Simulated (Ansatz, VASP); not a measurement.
**PbS in VASP and in Ansatz**

The input INCAR:

```
PREC     = Accurate       # precision mode
ENCUT    = 600            # plane-wave cutoff, eV
EDIFF    = 1E-6           # SCF threshold, eV
ISMEAR   = 0              # smearing method
SIGMA    = 0.1            # smearing width, eV
LREAL    = False          # projectors in reciprocal space
LASPH    = True           # aspherical terms in the spheres
NELM     = 80             # most SCF steps
ALGO     = Normal         # electronic algorithm
ISIF     = 3              # what is computed and relaxed
LWAVE    = False          # write WAVECAR
LCHARG   = False          # write CHGCAR
GGA      = PE             # functional
IBRION   = 2              # ionic algorithm
NSW      = 90             # ionic steps
EDIFFG   = -0.04          # ionic threshold
```

File KPOINTS:

```
Automatic mesh
0
Gamma
  4 4 4
```

The input POSCAR:

```
PbS
1.0
    3.7826722540      0.0000000000      0.0000000000
    0.0000000000      3.7826722540      0.0000000000
    0.0000000000      0.0000000000      3.7826722540
Pb S
1 1
Direct
    0.0000000000      0.0000000000      0.0000000000
    0.5000000000      0.5000000000      0.5000000000
```

Input for Ansatz:

```yaml
crystal:
  lattice:
    - [3.782672254, 0.0, 0.0]
    - [0.0, 3.782672254, 0.0]
    - [0.0, 0.0, 3.782672254]
  atoms:
    - { symbol: Pb, position: [0.0, 0.0, 0.0] }
    - { symbol: S, position: [0.5, 0.5, 0.5] }
basis:
  ecutwfc: 420
kpoints:
  mp_grid: { grid: [4, 4, 4] }
hamiltonian:
  xc: pbe
scf:
  occupations: { method: gaussian, width: 0.1 }
  lower_state_search: "off"
output:
  forces: true
  stress: true
  eigenvalues: true
relax:
  adjacent_minimum: "off"
  f_tol: 0.04
  max_steps: 70
  cell: { stress_tol: 0.4 }
```

Alike in both runs: task relaxation of cell and atoms; functional PBE; k mesh 4 × 4 × 4; occupations gaussian, width 0.1 eV; no spin polarisation.

|  | VASP | Ansatz |
| --- | --- | --- |
| version | VASP 6.6.1 | Ansatz 0.2.0 |
| potentials or method | VASP PAW PBE potentials, release 64 (Pb_d, S), cutoff 600 eV | scalar-relativistic, plane waves, PAW |
| valence electrons in the cell | 20 | 20 |

|  | VASP | Ansatz | Ansatz less VASP |
| --- | --- | --- | --- |
| gap on the k mesh at the Fermi level, each at its own relaxed structure (eV) | none | none | - |
| relaxed volume (Å³/atom) | 24.20 | 24.08 | -0.126 |
| relaxed cell length with the largest relative difference (Å) | 3.645 | 3.638 | -0.0063 |

A gap of «none» marks a metal or a gap that the smearing closes.

The k mesh is coarse, so the values compare programs but aren't converged. Spin-orbit coupling is off throughout.
